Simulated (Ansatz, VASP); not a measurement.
## Two plane-wave programs on Ru

```
Ru
1.0
     2.72175    0.00000    0.00000
    -1.36087    2.35710    0.00000
     0.00000    0.00000    4.29184
Ru
2
Direct
  0.33333 0.66667 0.75000
  0.66667 0.33333 0.25000
```

Alike in both runs: functional PBE; k mesh 24 × 24 × 14; occupations gaussian, width 0.1 eV; no spin polarisation.

Ansatz relaxed the structure, and its values are those at the end. VASP's run is a single point on that final structure, the one shown.

```csv
,VASP,Ansatz
version,VASP 6.6.1,Ansatz 0.2.0
potentials or method,"VASP PAW PBE potentials, release 64 (Ru_pv), cutoff 520 eV","scalar-relativistic, plane waves, PAW"
valence electrons in the cell,28,32
```

|  | VASP | Ansatz | Ansatz less VASP |
| --- | --- | --- | --- |
| gap on the k mesh at the Fermi level (eV) | none | none | - |
| pressure (GPa) | -0.1 | 0.0 | +0.10 |

A gap of «none» marks a metal or a gap that the smearing closes. VASP's potentials hold 28 valence electrons a cell and Ansatz's 32, so a difference there can come from the potentials and not from the codes.
